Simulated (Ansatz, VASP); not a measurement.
**One calculation of AlGa3N4, two programs**

INCAR

```
SYSTEM = AlGa3N4
PREC = Accurate
ENCUT = 520
EDIFF = 1E-6
ISMEAR = 0
SIGMA = 0.02
LREAL = .False.
LASPH = .True.
NELM = 100
ALGO = Normal
ISIF = 2
LWAVE = .False.
LCHARG = .True.
GGA = PS
LELF = .True.
LVHAR = .True.
NBANDS = 41
```

File KPOINTS:

```
Automatic mesh
0
Gamma
  6 8 6
  0 0 0
```

POSCAR

```
AlGa3N4
1.0
    5.0652158913      0.0000000000      0.0006376237
    0.0000000000      3.1175100280      0.0000000000
   -0.0027085410      0.0000000000      5.5328833983
Al Ga N
1 3 4
Direct
    0.0016534314      0.5000000000      0.6667947422
    0.5002918716      0.5000000000      0.3357496879
    0.5001304188      0.0000000000      0.8324071223
    1.0011328698      0.0000000000      0.1653054391
    0.1183970498      0.5000000000      0.3424609837
    0.1165396214      0.0000000000      0.8288605914
    0.6193907307      0.0000000000      0.1636323794
    0.6300640165      0.5000000000      0.6647900541
```

Input for Ansatz:

```yaml
crystal:
  lattice:
    - [5.0652158913, 0.0, 0.0006376237]
    - [0.0, 3.117510028, 0.0]
    - [-0.002708541, 0.0, 5.5328833983]
  atoms:
    - { symbol: Al, position: [0.0016534314, 0.5, 0.6667947422] }
    - { symbol: Ga, position: [0.5002918716, 0.5, 0.3357496879] }
    - { symbol: Ga, position: [0.5001304188, 0.0, 0.8324071223] }
    - { symbol: Ga, position: [1.0011328698, 0.0, 0.1653054391] }
    - { symbol: "N", position: [0.1183970498, 0.5, 0.3424609837] }
    - { symbol: "N", position: [0.1165396214, 0.0, 0.8288605914] }
    - { symbol: "N", position: [0.6193907307, 0.0, 0.1636323794] }
    - { symbol: "N", position: [0.6300640165, 0.5, 0.6647900541] }
basis:
  ecutwfc: 420
kpoints:
  mp_grid: { grid: [6, 8, 6] }
  band_path: { path: [VBM, CBM], npoints: 2 }
hamiltonian:
  xc: pbesol
scf:
  occupations: { method: gaussian, width: 0.02 }
output:
  forces: true
  stress: true
  eigenvalues: true
checkpoint:
  read: start.run
  write: ck
  compress: false
  write_wavefunctions: false
  write_every: 100000
```

Alike in both runs: task single point; functional PBEsol; k mesh 6 × 8 × 6; occupations gaussian, width 0.02 eV; no spin polarisation.

|  | VASP | Ansatz |
| --- | --- | --- |
| version | VASP 6.6.1 | Ansatz 0.2.0 |
| potentials or method | VASP PAW PBE potentials, release 64 (Al, Ga_d, N), cutoff 520 eV | scalar-relativistic, plane waves, PAW |
| valence electrons in the cell | 62 | 62 |

```tsv
	VASP	Ansatz	Ansatz less VASP
gap on the k mesh at the Fermi level (eV)	2.47	2.45	-0.019
least direct gap on the mesh (eV)	2.47	2.45	-0.019
pressure (GPa)	3.9	4.0	+0.15
traceless stress, the component that is largest in VASP (GPa)	-4.07	-4.02	+0.043
rms of the force components (eV/Å)	0.005	0.000	-0.0044
```

VASP's potentials were made for PBE, not for PBEsol. Atom by atom the forces differ by 0.005 eV/Å (rms over components).
